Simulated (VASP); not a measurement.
# As (P6_3/mmc) in VASP: further runs, part 2 of 2

VASP 6.6.1.

### 4 Single point, PBEsol

This run uses another cell than the first one, of 20.11 Å³/atom, 1.093 times its volume.

Input file INCAR:

```
SYSTEM = As
PREC     = Accurate       ! precision mode
ENCUT    = 520            ! plane-wave cutoff, eV
EDIFF    = 1E-7           ! SCF threshold, eV
ISMEAR   = 0              ! smearing method
SIGMA    = 0.1            ! smearing width, eV
LREAL    = .FALSE.        ! projectors in reciprocal space
LASPH    = .TRUE.         ! aspherical terms in the spheres
NELM     = 60             ! most SCF steps
ALGO     = Normal         ! electronic algorithm
ISIF     = 2              ! what is computed and relaxed
LWAVE    = .FALSE.        ! write WAVECAR
LCHARG   = .FALSE.        ! write CHGCAR
GGA      = PS             ! functional
NBANDS   = 18             ! bands
```

Input file KPOINTS:

```
Automatic mesh
0
G
  6 6 4
  0 0 0
```

Input file POSCAR:

```
As
1.0
    3.8322932247      0.0000000000      0.0000000000
   -1.9161466124      3.3188632874      0.0000000000
    0.0000000000      0.0000000000      6.3232838208
As
4
Direct
    0.3333333333      0.6666666667      0.4375000000
    0.6666666667      0.3333333333      0.9375000000
    0.6666666667      0.3333333333      0.5625000000
    0.3333333333      0.6666666667      0.0625000000
```

Potentials or basis: VASP PAW PBE potentials, release 64 (As).

Started as:

```
> cat potpaw_PBE.64/As/POTCAR > POTCAR
> mpirun -np 1 vasp_std > vasp.out
```

OUTCAR:

```text
SYSTEM = As
   PREC = Accurate
   ENCUT = 520
   EDIFF = 1E-7
   ISMEAR = 0
   LREAL = .FALSE.
   LASPH = .TRUE.
   NELM = 60
   ISIF = 2
   GGA = PS

 ion  position               nearest neighbor table
   1  0.333  0.667  0.438-   3 2.35   3 2.35   3 2.35   4 2.37
   2  0.667  0.333  0.938-   4 2.35   4 2.35   4 2.35   3 2.37
   3  0.667  0.333  0.562-   1 2.35   1 2.35   1 2.35   2 2.37
   4  0.333  0.667  0.062-   2 2.35   2 2.35   2 2.35   1 2.37

  LATTYP: Found a hexagonal cell.
 ALAT       =     3.8322932247
 C/A-ratio  =     1.6500000000

  Lattice vectors:

 A1 = (   3.8322932247,   0.0000000000,   0.0000000000)
 A2 = (  -1.9161466124,   3.3188632874,   0.0000000000)
 A3 = (   0.0000000000,   0.0000000000,   6.3232838208)

Analysis of symmetry for initial positions (statically):
=====================================================================
 Subroutine PRICEL returns:
 Original cell was already a primitive cell.

 Routine SETGRP: Setting up the symmetry group for a
 hexagonal supercell.

 Subroutine GETGRP returns: Found 24 space group operations
 (whereof 12 operations were pure point group operations)
 out of a pool of 24 trial point group operations.

The static configuration has the point symmetry D_3d.
 The point group associated with its full space group is D_6h.

Analysis of symmetry for dynamics (positions and initial velocities):
=====================================================================
 Subroutine PRICEL returns:
 Original cell was already a primitive cell.

 Routine SETGRP: Setting up the symmetry group for a
 hexagonal supercell.

 Subroutine GETGRP returns: Found 24 space group operations
 (whereof 12 operations were pure point group operations)
 out of a pool of 24 trial point group operations.

The dynamic configuration has the point symmetry D_3d.
 The point group associated with its full space group is D_6h.

 Subroutine INISYM returns: Found 24 space group operations
 (whereof 12 operations are pure point group operations),
 and found     1 'primitive' translations

----------------------------------------------------------------------------------------

                                     Primitive cell

  volume of cell :      80.4249

  direct lattice vectors                    reciprocal lattice vectors
     3.832293225  0.000000000  0.000000000     0.260940367  0.150653991  0.000000000
    -1.916146612  3.318863287  0.000000000     0.000000000  0.301307982  0.000000000
     0.000000000  0.000000000  6.323283821     0.000000000  0.000000000  0.158145677

  length of vectors
     3.832293225  3.832293225  6.323283821     0.301307982  0.301307982  0.158145677

  position of ions in fractional coordinates (direct lattice)
     0.333333333  0.666666667  0.437500000
     0.666666667  0.333333333  0.937500000
     0.666666667  0.333333333  0.562500000
     0.333333333  0.666666667  0.062500000

  ion indices of the primitive-cell ions
   primitive index   ion index
                 1           1
                 2           2
                 3           3
                 4           4

----------------------------------------------------------------------------------------

 KPOINTS: Automatic mesh

Automatic generation of k-mesh.
 Grid dimensions read from file:
[... 22 lines left out ...]
  0.000000  0.000000  0.000000      1.000000
  0.166667 -0.000000  0.000000      6.000000
  0.333333 -0.000000  0.000000      6.000000
  0.500000  0.000000  0.000000      3.000000
  0.166667  0.166667  0.000000      6.000000
  0.333333  0.166667  0.000000     12.000000
[... 13 lines left out ...]
  0.333333  0.166667  0.500000     12.000000
  0.333333  0.333333  0.500000      2.000000
   k-points           NKPTS =     21   k-points in BZ     NKDIM =     21   number of bands    NBANDS=     18
   number of dos      NEDOS =    301   number of ions     NIONS =      4
   total plane-waves  NPLWV =  43200
   dimension x,y,z NGX =    30 NGY =   30 NGZ =   48
   dimension x,y,z NGXF=    60 NGYF=   60 NGZF=   96
   ions per type =               4
   NGX,Y,Z   is equivalent  to a cutoff of  13.01, 13.01, 12.62 a.u.
   NGXF,Y,Z  is equivalent  to a cutoff of  26.03, 26.03, 25.24 a.u.
 SYSTEM =  As
   PREC   = accura    normal or accurate (medium, high low for compatibility)
   ISTART =      0    job   : 0-new  1-cont  2-samecut
   ICHARG =      2    charge: 1-file 2-atom 10-const
   ISPIN  =      1    spin polarized calculation?
   LNONCOLLINEAR =      F non collinear calculations
   LSORBIT =      F    spin-orbit coupling
   LASPH  =      T    aspherical Exc in radial PAW
   ENCUT  =  520.0 eV  38.22 Ry    6.18 a.u.   7.13  7.13 11.76*2*pi/ulx,y,z
   NELM   =     60;   NELMIN=  2; NELMDL= -5     # of ELM steps
   EDIFF  = 0.1E-06   stopping-criterion for ELM
   LREAL  =      F    real-space projection
   EDIFFG = 0.1E-05   stopping-criterion for IOM
   NSW    =      0    number of steps for IOM
   IBRION =     -1    ionic relax: 0-MD 1-quasi-New 2-CG
   NFREE  =      0    steps in history (QN), initial steepest desc. (CG)
   ISIF   =      2    stress and relaxation
   ISYM   =      2    0-nonsym 1-usesym 2-fastsym
   POTIM  = 0.5000    time-step for ionic-motion
   TEBEG  =    0.0;   TEEND  =   0.0 temperature during run
   PSTRESS=    0.0 pullay stress
   NELECT =      20.0000    total number of electrons
   NUPDOWN=      -1.0000    fix difference up-down
   EMIN   =  10.00;   EMAX   =-10.00  energy-range for DOS
   EFERMI =   0.00;   METHOD = LEGACY
   ISMEAR =     0;   SIGMA  =   0.10  broadening in eV -4-tet -1-fermi 0-gaus
   EFERMI_NEDOS =   21; number of points for ismear=-14 and -15
   IALGO  =     38    algorithm
   IMIX   =      4    mixing-type and parameters
     AMIX     =   0.40;   BMIX     =  1.00
     AMIX_MAG =   1.60;   BMIX_MAG =  1.00
  volume/ion in A,a.u.               =      20.11       135.68
  Fermi-wavevector in a.u.,A,eV,Ry     =   1.029488  1.945450 14.420071  1.059845
  Thomas-Fermi vector in A             =   2.163538
   LORBIT       =      0    0 simple, 1 ext, 2 COOP (PROOUT), +10 PAW based schemes
   GGA     = PS    functional components
   LHFCALC =     F    Hartree Fock is set to
   AEXX    =    0.0000 exact exchange contribution
   IVDW    =     0    specifies the selected vdW correction
   LEPSILON=     F    determine dielectric tensor
   LRPA    =     F    only Hartree local field effects (RPA)
 non-spin polarized calculation
 Gauss-broadening in eV      SIGMA  =   0.10
  energy-cutoff  :      520.00
  volume of cell :       80.42
 maximum number of plane-waves:      2208
 NGX is ok and might be reduce to    30
   NGX = 15   NGY = 15   NGZ = 23

 number of electron      19.9999994 magnetization

 Free energy of the ion-electron system (eV)
  ---------------------------------------------------
  ext. energy  EPLUGINS =         0.00000000
  ---------------------------------------------------
  free energy    TOTEN  =       -16.98704988 eV

  energy without entropy =      -16.97794257  energy(sigma->0) =      -16.98249622

 E-fermi :   6.6760     XC(G=0): -10.2337

 val. band max:        6.4583133267   @ k =   0.3333   0.3333   0.2500
 cond. band min:       6.7219322907   @ k =   0.3333   0.1667   0.0000
 fundamental gap:      0.2636189640
 Fermi energy:         6.6759560043

 k-point     1 :       0.0000    0.0000    0.0000
  band No.  band energies     occupation
      1     -10.3193      2.00000
      2      -8.3005      2.00000
      3      -4.5939      2.00000
      4       1.9718      2.00000
      5       1.9718      2.00000
      6       2.6688      2.00000
[... 418 lines left out ...]
      5      -0.6634      2.00000
      6      -0.6634      2.00000
[... 10 lines left out ...]
     17      12.1550      0.00000
     18      12.1550      0.00000

------------------------ aborting loop because EDIFF is reached ----------------------------------------

  FORCE on cell =-STRESS in cart. coord.  units (eV):
  Direction    XX          YY          ZZ          XY          YZ          ZX
  --------------------------------------------------------------------------------------
  -------------------------------------------------------------------------------------
  Total       15.8103859     15.8103859     13.2734953     -0.0000000     -0.0000000      0.0000000
  in kB      314.9649910    314.9649910    264.4265825     -0.0000000     -0.0000000      0.0000000
  external PRESSURE =     298.1188548 kB  Pullay stress =       0.0000000 kB

 VOLUME and BASIS-vectors are now :
 -----------------------------------------------------------------------------
  energy-cutoff  :      520.00
  volume of cell :       80.42
      direct lattice vectors                 reciprocal lattice vectors
     3.832293225  0.000000000  0.000000000     0.260940367  0.150653991  0.000000000
    -1.916146612  3.318863287  0.000000000     0.000000000  0.301307982  0.000000000
     0.000000000  0.000000000  6.323283821     0.000000000  0.000000000  0.158145677

 POSITION                                       TOTAL-FORCE (eV/Angst)
 -----------------------------------------------------------------------------------
     -0.00000      2.21258      2.76644        -0.000000      0.000000     -0.446882
      1.91615      1.10629      5.92808        -0.000000      0.000000     -0.446882
      1.91615      1.10629      3.55685         0.000000      0.000000      0.446882
     -0.00000      2.21258      0.39521         0.000000     -0.000000      0.446882
 -----------------------------------------------------------------------------------
    total drift:                               -0.000000      0.000000      0.000000

  FREE ENERGIE OF THE ION-ELECTRON SYSTEM (eV)
  ---------------------------------------------------
  free  energy   TOTEN  =       -16.9870498758 eV

  energy  without entropy=      -16.9779425740  energy(sigma->0) =      -16.98249622
```

Run time: 23 s. Hardware: 1 thread of Intel Xeon Platinum 8259CL at 2.50GHz (Skylake/Cascade Lake), shared host; peak memory 0.19 GiB.

Results:

* Free energy: -16.9870 eV
* Pressure: 29.8 GPa
* Largest force: 0.447 eV/Å
* Band gap on the k mesh: zero (band 10 reaches 8.30 eV, above the bottom of band 11 at 6.37 eV)

Forces on the atoms (eV/Å):
```
As   0.000  0.000 -0.447
As   0.000  0.000 -0.447
As   0.000  0.000  0.447
As   0.000  0.000  0.447
```

Stress tensor (GPa, compression positive):
```
31.50  0.00  0.00
 0.00 31.50  0.00
 0.00  0.00 26.44
```

Levels at points of the mesh, in eV from the Fermi level:
```csv
k point,band 8,band 9,band 10,band 11,band 12,band 13
"(0.00, 0.00, 0.00)",-3.30,-3.18,-3.18,-0.31,-0.31,0.05
"(0.50, 0.00, 0.00)",-4.69,-2.09,-1.32,1.28,1.36,1.72
"(0.00, 0.00, 0.50)",-4.09,-2.51,-2.51,0.83,0.83,0.83
"(0.50, 0.00, 0.50)",-5.60,-2.31,-2.31,-0.30,-0.30,3.72
```

Caveat: the PAW data sets were made with another functional, which shifts forces and pressure a little.

### 5 Single point, PBEsol

This run uses another cell than the first one, of 25.13 Å³/atom, 1.367 times its volume.

Input file INCAR:

```
SYSTEM = As
PREC     = Accurate       ! precision mode
ENCUT    = 520            ! plane-wave cutoff, eV
EDIFF    = 1E-7           ! SCF threshold, eV
ISMEAR   = 0              ! smearing method
SIGMA    = 0.1            ! smearing width, eV
LREAL    = .False.        ! projectors in reciprocal space
LASPH    = .True.         ! aspherical terms in the spheres
NELM     = 80             ! most SCF steps
ALGO     = Normal         ! electronic algorithm
ISIF     = 2              ! what is computed and relaxed
LWAVE    = .False.        ! write WAVECAR
LCHARG   = .False.        ! write CHGCAR
GGA      = PS             ! functional
NBANDS   = 18             ! bands
```

Input file KPOINTS:

```
Automatic mesh
0
Gamma
  6 6 4
  0 0 0
```

Input file POSCAR:

```
As
1.0
    4.5477399073      0.0000000000      0.0000000000
   -2.2738699537      3.9384582895      0.0000000000
    0.0000000000      0.0000000000      5.6127310873
As
4
Direct
    0.3333333333      0.6666666667      0.4703436081
    0.6666666667      0.3333333333      0.9703436081
    0.6666666667      0.3333333333      0.5296563919
    0.3333333333      0.6666666667      0.0296563919
```

Started as:

```
> cat potpaw_PBE.64/As/POTCAR > POTCAR
> mpirun -np 1 vasp_std > vasp.out
```

It took 27 s on 1 thread of Intel Xeon Platinum 8259CL at 2.50GHz (Skylake/Cascade Lake), shared host; peak memory 0.22 GiB.

The run converged. Its results:

* Free energy: -19.6284 eV
* Pressure: 0.4 GPa
* Largest force: 0.036 eV/Å
* Band gap on the k mesh: zero (band 10 reaches 4.36 eV, above the bottom of band 11 at 3.65 eV)

Forces in eV/Å, atoms in the order of the input:
```
As   0.000  0.000  0.036
As   0.000  0.000  0.036
As   0.000  0.000 -0.036
As   0.000  0.000 -0.036
```

Stress tensor (GPa, compression positive):
```
0.41 0.00 0.00
0.00 0.41 0.00
0.00 0.00 0.49
```

Levels at points of the mesh, in eV from the Fermi level:
| k point | band 6 | band 7 | band 8 | band 9 | band 10 | band 11 | band 12 | band 13 | band 14 | band 15 |
| --- | --- | --- | --- | --- | --- | --- | --- | --- | --- | --- |
| (0.00, 0.00, 0.00) | -4.42 | -4.42 | -2.35 | -2.11 | -2.11 | -0.31 | -0.31 | 2.47 | 2.47 | 3.74 |
| (0.50, 0.00, 0.00) | -5.29 | -4.29 | -2.97 | -2.92 | -0.52 | 2.03 | 2.21 | 4.49 | 4.52 | 4.79 |
| (0.00, 0.00, 0.50) | -3.52 | -3.52 | -3.52 | -2.41 | -2.41 | 0.86 | 0.86 | 0.86 | 0.86 | 2.51 |
| (0.50, 0.00, 0.50) | -4.36 | -2.86 | -2.86 | -1.45 | -1.45 | 0.67 | 0.67 | 3.31 | 3.31 | 3.97 |

Caveat: the PAW data sets were made with another functional, which shifts forces and pressure a little.

### 6 The runs side by side

```tsv
cell	k mesh	gap on the mesh (eV)	pressure (GPa)	largest force (eV/Å)
a = 2.928, b = 2.928, c = 9.908 Å, angles 90.0, 90.0, 120.0°, 4 atoms	6 × 6 × 2	none	0.2	-
a = 3.117, b = 3.117, c = 10.053 Å, angles 90.0, 90.0, 120.0°, 4 atoms	6 × 6 × 2	none	-9.6	-
a = 3.832, b = 3.832, c = 6.323 Å, angles 90.0, 90.0, 120.0°, 4 atoms	6 × 6 × 4	none	29.8	0.45
a = 4.548, b = 4.548, c = 5.613 Å, angles 90.0, 90.0, 120.0°, 4 atoms	6 × 6 × 4	none	0.4	0.04
```

Alike in all rows: task single point; level PBEsol; potentials or basis VASP PAW PBE potentials, release 64 (As); no spin polarisation; cutoff (eV) 520; smearing gaussian 0.1 eV.

Caveats: some runs use coarse meshes; the PAW data sets were made with another functional, which shifts forces and pressure a little.

Total energies depend on the potentials used, so only differences within one code and one set of settings carry meaning.
